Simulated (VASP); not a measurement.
# Ge in VASP: a series of runs

Runs on Ge. Level: PBEsol. Tasks: single point.

Program: VASP 6.6.1. These are calculated values, not measurements. Logs are shortened: lines on timing, memory, paths and dates and some standing lists are left out, and cuts for length are marked.

### Step 1. The cell of the first run

Symmetry: I4_1/amd, No. 141, tetragonal system. Conventional cell: a = 3.800 Å, b = 3.800 Å, c = 5.516 Å, α = 90.00°, β = 90.00°, γ = 90.00°. Ge (site symmetry -4m2) has 4 Ge at 2.35 Å within 3.1 Å.

### Step 2. Single point, PBEsol (strain -0.050 along x and y, -0.025 along z)

File INCAR:

```
SYSTEM = Ge
  PREC = Accurate
  ENCUT = 520
  EDIFF = 1E-6
  ISMEAR = 0
  SIGMA = 0.15
  LREAL = .False.
  LASPH = .True.
  NELM = 60
  ALGO = Normal
  ISIF = 2
  LWAVE = .False.
  LCHARG = .False.
  GGA = PS
  NBANDS = 21
```

File KPOINTS:

```
regular mesh
0
Gamma
  14 14 14
  0 0 0
```

File POSCAR:

```
Ge
1.0
    0.0000000000      2.6873315000      2.7580507500
    2.6873315000      0.0000000000      2.7580507500
    2.6873315000      2.6873315000      0.0000000000
Ge
2
Direct
    0.5000000000      0.5000000000      0.5000000000
    0.7500000000      0.7500000000      0.7500000000
```

Potentials or basis: VASP PAW PBE potentials, release 64 (Ge_d).

Command:

```sh
> cat potpaw_PBE.64/Ge_d/POTCAR > POTCAR
> mpirun -np 1 vasp_std > vasp.out
```

OUTCAR:

```text
SYSTEM = Ge
   PREC = Accurate
   ENCUT = 520
   EDIFF = 1E-6
   ISMEAR = 0
   LREAL = .False.
   LASPH = .True.
   NELM = 60
   ISIF = 2
   GGA = PS

 ion  position               nearest neighbor table
   1  0.500  0.500  0.500-   2 2.35   2 2.35   2 2.35   2 2.35
   2  0.750  0.750  0.750-   1 2.35   1 2.35   1 2.35   1 2.35

  LATTYP: Found a body centered tetragonal cell.
 ALAT       =     3.8004606539
 C/A-ratio  =     1.4514297088

  Lattice vectors:

 A1 = (  -2.6873315000,   0.0000000000,   2.7580507500)
 A2 = (   2.6873315000,   0.0000000000,   2.7580507500)
 A3 = (   0.0000000000,   2.6873315000,  -2.7580507500)

Analysis of symmetry for initial positions (statically):
=====================================================================
 Subroutine PRICEL returns:
 Original cell was already a primitive cell.

 Routine SETGRP: Setting up the symmetry group for a
 body centered tetragonal supercell.

 Subroutine GETGRP returns: Found 16 space group operations
 (whereof  8 operations were pure point group operations)
 out of a pool of 16 trial point group operations.

The static configuration has the point symmetry D_2d.
 The point group associated with its full space group is D_4h.

Analysis of symmetry for dynamics (positions and initial velocities):
=====================================================================
 Subroutine PRICEL returns:
 Original cell was already a primitive cell.

 Routine SETGRP: Setting up the symmetry group for a
 body centered tetragonal supercell.

 Subroutine GETGRP returns: Found 16 space group operations
 (whereof  8 operations were pure point group operations)
 out of a pool of 16 trial point group operations.

The dynamic configuration has the point symmetry D_2d.
 The point group associated with its full space group is D_4h.

 Subroutine INISYM returns: Found 16 space group operations
 (whereof  8 operations are pure point group operations),
 and found     1 'primitive' translations

----------------------------------------------------------------------------------------

                                     Primitive cell

  volume of cell :      39.8359

  direct lattice vectors                    reciprocal lattice vectors
     0.000000000  2.687331500  2.758050750    -0.186058177  0.186058177  0.181287455
     2.687331500  0.000000000  2.758050750     0.186058177 -0.186058177  0.181287455
     2.687331500  2.687331500  0.000000000     0.186058177  0.186058177 -0.181287455

  length of vectors
     3.850791416  3.850791416  3.800460654     0.319531582  0.319531582  0.319531582

  position of ions in fractional coordinates (direct lattice)
     0.500000000  0.500000000  0.500000000
     0.750000000  0.750000000  0.750000000

  ion indices of the primitive-cell ions
   primitive index   ion index
                 1           1
                 2           2

----------------------------------------------------------------------------------------

 KPOINTS: regular mesh

Automatic generation of k-mesh.
 Grid dimensions read from file:
 generate k-points for:   14   14   14

 Generating k-lattice:

  Cartesian coordinates                     Fractional coordinates (reciprocal lattice)
    -0.013289870  0.013289870  0.012949104     0.071428571  0.000000000  0.000000000
     0.013289870 -0.013289870  0.012949104     0.000000000  0.071428571  0.000000000
     0.013289870  0.013289870 -0.012949104     0.000000000  0.000000000  0.071428571

  Length of vectors
     0.022823684  0.022823684  0.022823684

  Shift w.r.t. Gamma in fractional coordinates (k-lattice)
     0.000000000  0.000000000  0.000000000

 Subroutine IBZKPT returns following result:
 ===========================================

 Found    244 irreducible k-points:

 Following reciprocal coordinates:
            Coordinates               Weight
  0.000000  0.000000  0.000000      1.000000
  0.071429  0.000000  0.000000      8.000000
  0.142857 -0.000000  0.000000      8.000000
  0.214286  0.000000  0.000000      8.000000
  0.285714 -0.000000  0.000000      8.000000
  0.357143 -0.000000  0.000000      8.000000
[... 16 lines left out ...]
  0.214286  0.142857  0.000000      8.000000
  0.285714  0.142857  0.000000      8.000000
 [... further k-points ...]
   k-points           NKPTS =    244   k-points in BZ     NKDIM =    244   number of bands    NBANDS=     21
   number of dos      NEDOS =    301   number of ions     NIONS =      2
   total plane-waves  NPLWV =  25200
   dimension x,y,z NGX =    30 NGY =   30 NGZ =   28
   dimension x,y,z NGXF=    60 NGYF=   60 NGZF=   56
   ions per type =               2
   NGX,Y,Z   is equivalent  to a cutoff of  12.95, 12.95, 12.25 a.u.
   NGXF,Y,Z  is equivalent  to a cutoff of  25.90, 25.90, 24.50 a.u.
 SYSTEM =  Ge
   PREC   = accura    normal or accurate (medium, high low for compatibility)
   ISTART =      0    job   : 0-new  1-cont  2-samecut
   ICHARG =      2    charge: 1-file 2-atom 10-const
   ISPIN  =      1    spin polarized calculation?
   LNONCOLLINEAR =      F non collinear calculations
   LSORBIT =      F    spin-orbit coupling
   LASPH  =      T    aspherical Exc in radial PAW
   ENCUT  =  520.0 eV  38.22 Ry    6.18 a.u.   7.16  7.16  7.07*2*pi/ulx,y,z
   NELM   =     60;   NELMIN=  2; NELMDL= -5     # of ELM steps
   EDIFF  = 0.1E-05   stopping-criterion for ELM
   LREAL  =      F    real-space projection
   EDIFFG = 0.1E-04   stopping-criterion for IOM
   NSW    =      0    number of steps for IOM
   IBRION =     -1    ionic relax: 0-MD 1-quasi-New 2-CG
   NFREE  =      0    steps in history (QN), initial steepest desc. (CG)
   ISIF   =      2    stress and relaxation
   ISYM   =      2    0-nonsym 1-usesym 2-fastsym
   POTIM  = 0.5000    time-step for ionic-motion
   TEBEG  =    0.0;   TEEND  =   0.0 temperature during run
   PSTRESS=    0.0 pullay stress
   NELECT =      28.0000    total number of electrons
   NUPDOWN=      -1.0000    fix difference up-down
   EMIN   =  10.00;   EMAX   =-10.00  energy-range for DOS
   EFERMI =   0.00;   METHOD = LEGACY
   ISMEAR =     0;   SIGMA  =   0.15  broadening in eV -4-tet -1-fermi 0-gaus
   EFERMI_NEDOS =   21; number of points for ismear=-14 and -15
   IALGO  =     38    algorithm
   IMIX   =      4    mixing-type and parameters
     AMIX     =   0.40;   BMIX     =  1.00
     AMIX_MAG =   1.60;   BMIX_MAG =  1.00
  volume/ion in A,a.u.               =      19.92       134.41
  Fermi-wavevector in a.u.,A,eV,Ry     =   1.455579  2.750646 28.826822  2.118712
  Thomas-Fermi vector in A             =   2.572598
   LORBIT       =      0    0 simple, 1 ext, 2 COOP (PROOUT), +10 PAW based schemes
   GGA     = PS    functional components
   LHFCALC =     F    Hartree Fock is set to
   AEXX    =    0.0000 exact exchange contribution
   IVDW    =     0    specifies the selected vdW correction
   LEPSILON=     F    determine dielectric tensor
   LRPA    =     F    only Hartree local field effects (RPA)
 non-spin polarized calculation
 Gauss-broadening in eV      SIGMA  =   0.15
  energy-cutoff  :      520.00
  volume of cell :       39.84
 maximum number of plane-waves:      1084
 NGX is ok and might be reduce to    30
   NGX = 15   NGY = 15   NGZ = 15

 number of electron      27.9999993 magnetization

 Free energy of the ion-electron system (eV)
  ---------------------------------------------------
  ext. energy  EPLUGINS =         0.00000000
  ---------------------------------------------------
  free energy    TOTEN  =        -9.66512440 eV

  energy without entropy =       -9.66480652  energy(sigma->0) =       -9.66496546

 E-fermi :   6.3134     XC(G=0): -10.7524

 val. band max:        6.2740755394   @ k =   0.0000   0.0000   0.0000
 cond. band min:       6.4003871252   @ k =   0.4286   0.0000   0.4286
 fundamental gap:      0.1263115859
 Fermi energy:         6.3134334466

 k-point     1 :       0.0000    0.0000    0.0000
  band No.  band energies     occupation
      1     -18.7987      2.00000
      2     -18.7987      2.00000
      3     -18.7888      2.00000
      4     -18.7506      2.00000
      5     -18.7448      2.00000
      6     -18.4644      2.00000
[... 13 lines left out ...]
     20      15.7180      0.00000
     21      16.3298      0.00000

 k-point     2 :       0.0714    0.0000    0.0000
  band No.  band energies     occupation
      1     -18.8034      2.00000
      2     -18.8000      2.00000
      3     -18.7916      2.00000
      4     -18.7435      2.00000
      5     -18.7386      2.00000
      6     -18.4678      2.00000
[... 13 lines left out ...]
     20      15.1644      0.00000
     21      15.6853      0.00000

 k-point     3 :       0.1429   -0.0000    0.0000
  band No.  band energies     occupation
      1     -18.8127      2.00000
      2     -18.8068      2.00000
      3     -18.7910      2.00000
      4     -18.7290      2.00000
      5     -18.7254      2.00000
      6     -18.4758      2.00000
[... 13 lines left out ...]
     20      14.6126      0.00000
     21      14.9892      0.00000

 k-point     4 :       0.2143    0.0000    0.0000
  band No.  band energies     occupation
      1     -18.8214      2.00000
      2     -18.8142      2.00000
      3     -18.7869      2.00000
      4     -18.7143      2.00000
      5     -18.7114      2.00000
      6     -18.4845      2.00000
[... 13 lines left out ...]
     20      14.6064      0.00000
     21      14.6943      0.00000

 k-point     5 :       0.2857   -0.0000    0.0000
  band No.  band energies     occupation
      1     -18.8277      2.00000
      2     -18.8191      2.00000
      3     -18.7820      2.00000
      4     -18.7024      2.00000
      5     -18.7002      2.00000
      6     -18.4913      2.00000
[... 13 lines left out ...]
     20      14.9515      0.00000
     21      14.9594      0.00000
[... 382 lines left out ...]
     20      14.8107      0.00000
     21      15.2811      0.00000

 k-point    22 :       0.1429    0.1429    0.0000
  band No.  band energies     occupation
      1     -18.8093      2.00000
      2     -18.8093      2.00000
      3     -18.8088      2.00000
      4     -18.7285      2.00000
      5     -18.7020      2.00000
      6     -18.5191      2.00000
[... 13 lines left out ...]
     20      14.3783      0.00000
     21      16.6875      0.00000

 k-point    23 :       0.2143    0.1429    0.0000
  band No.  band energies     occupation
      1     -18.8211      2.00000
      2     -18.8155      2.00000
      3     -18.8031      2.00000
      4     -18.7179      2.00000
      5     -18.6840      2.00000
      6     -18.5378      2.00000
[... 13 lines left out ...]
     20      15.2301      0.00000
     21      16.4739      0.00000

 k-point    24 :       0.2857    0.1429    0.0000
  band No.  band energies     occupation
      1     -18.8317      2.00000
      2     -18.8226      2.00000
      3     -18.7932      2.00000
      4     -18.7053      2.00000
      5     -18.6684      2.00000
      6     -18.5517      2.00000
[... 13 lines left out ...]
     20      15.8637      0.00000
     21      16.4077      0.00000

 [... further k-points ...]

------------------------ aborting loop because EDIFF is reached ----------------------------------------

  FORCE on cell =-STRESS in cart. coord.  units (eV):
  Direction    XX          YY          ZZ          XY          YZ          ZX
  --------------------------------------------------------------------------------------
  -------------------------------------------------------------------------------------
  Total        3.3399328      3.3399328      2.8284389      0.0000000      0.0000000      0.0000000
  in kB      134.3301733    134.3301733    113.7581827      0.0000000      0.0000000      0.0000000
  external PRESSURE =     127.4728431 kB  Pullay stress =       0.0000000 kB

 VOLUME and BASIS-vectors are now :
 -----------------------------------------------------------------------------
  energy-cutoff  :      520.00
  volume of cell :       39.84
      direct lattice vectors                 reciprocal lattice vectors
     0.000000000  2.687331500  2.758050750    -0.186058177  0.186058177  0.181287455
     2.687331500  0.000000000  2.758050750     0.186058177 -0.186058177  0.181287455
     2.687331500  2.687331500  0.000000000     0.186058177  0.186058177 -0.181287455

 POSITION                                       TOTAL-FORCE (eV/Angst)
 -----------------------------------------------------------------------------------
      2.68733      2.68733      2.75805         0.000000      0.000000     -0.000000
      4.03100      4.03100      4.13708        -0.000000     -0.000000      0.000000
 -----------------------------------------------------------------------------------
    total drift:                                0.000000     -0.000000     -0.000000

  FREE ENERGIE OF THE ION-ELECTRON SYSTEM (eV)
  ---------------------------------------------------
  free  energy   TOTEN  =        -9.6651244000 eV

  energy  without entropy=       -9.6648065204  energy(sigma->0) =       -9.66496546
```

It took 99 s on 1 thread of Intel Xeon Platinum 8488C (Sapphire Rapids), shared host; peak memory 0.27 GiB.

Results:

```
Free energy            : -9.6651 eV
Pressure               : 12.7 GPa
Band gap on the k mesh : 0.13 eV, indirect (least direct gap 1.13 eV)
```

Stress tensor (GPa, compression positive):
```
13.43  0.00  0.00
 0.00 13.43  0.00
 0.00  0.00 11.38
```

Levels at points of the mesh, in eV from the valence-band top:
```
           k point  band 11  band 12  band 13  band 14  band 15  band 16  band 17  band 18
(0.00, 0.00, 0.00)   -13.93    -0.23     0.00     0.00     1.13     2.46     2.46     2.58
(0.50, 0.00, 0.00)   -11.49    -8.38    -1.83    -1.56     0.45     3.60     3.78     6.92
(0.50, 0.50, 0.00)    -9.62    -9.62    -3.51    -3.51     0.55     0.55    10.51    10.51
(0.50, 0.00, 0.50)    -9.46    -9.46    -3.71    -3.71     0.32     0.32    10.46    10.46
```

Caveat: the cell differs from its parent crystal (strain -0.050 along x and y, -0.025 along z); the PAW data sets were made with another functional, which shifts forces and pressure a little. A k mesh can miss the band edges.

### Step 3. Single point, PBEsol (strain -0.025 along x and y, +0.000 along z)

File INCAR:

```
ALGO     = Normal         # electronic algorithm
EDIFF    = 1E-6           # SCF threshold, eV
ENCUT    = 520            # plane-wave cutoff, eV
GGA      = PS             # functional
ISIF     = 2              # what is computed and relaxed
ISMEAR   = 0              # smearing method
LASPH    = T              # aspherical terms in the spheres
LCHARG   = F              # write CHGCAR
LREAL    = F              # projectors in reciprocal space
LWAVE    = F              # write WAVECAR
NBANDS   = 21             # bands
NELM     = 100            # most SCF steps
PREC     = Accurate       # precision mode
SIGMA    = 0.15           # smearing width, eV
```

File KPOINTS:

```
k-points
0
Gamma
  14 14 14
```

File POSCAR:

```
Ge
1.0
    0.0000000000      2.7580507500      2.8287700000
    2.7580507500      0.0000000000      2.8287700000
    2.7580507500      2.7580507500      0.0000000000
Ge
2
Direct
    0.5000000000      0.5000000000      0.5000000000
    0.7500000000      0.7500000000      0.7500000000
```

Potentials or basis: VASP PAW PBE potentials, release 64 (Ge_d).

Command:

```sh
> cat potpaw_PBE.64/Ge_d/POTCAR > POTCAR
> mpirun -np 1 vasp_std > vasp.out
```

Run time: 2.4 min. Hardware: 1 thread of Intel Xeon Platinum 8488C (Sapphire Rapids), shared host; peak memory 0.29 GiB.

It converged, with:

```yaml
Free_energy: -9.8340 eV
Pressure: 4.6 GPa
Band_gap_on_the_k_mesh: 0.20 eV, indirect (least direct gap 0.39 eV)
```

Stress tensor (GPa, compression positive):
```
5.23 0.00 0.00
0.00 5.23 0.00
0.00 0.00 3.26
```

Levels at points of the mesh, in eV from the valence-band top:
```
           k point  band 11  band 12  band 13  band 14  band 15  band 16  band 17  band 18
(0.00, 0.00, 0.00)   -13.27    -0.21     0.00     0.00     0.39     2.45     2.45     2.57
(0.50, 0.00, 0.00)   -11.04    -7.95    -1.68    -1.44     0.20     3.59     3.75     6.92
(0.50, 0.50, 0.00)    -9.26    -9.26    -3.21    -3.21     0.67     0.67     9.83     9.83
(0.50, 0.00, 0.50)    -9.13    -9.13    -3.40    -3.40     0.46     0.46     9.81     9.81
```

Caveat: the cell differs from its parent crystal (strain -0.025 along x and y, +0.000 along z); the PAW data sets were made with another functional, which shifts forces and pressure a little. A k mesh can miss the band edges.

(Continued in part 2 of 2.)
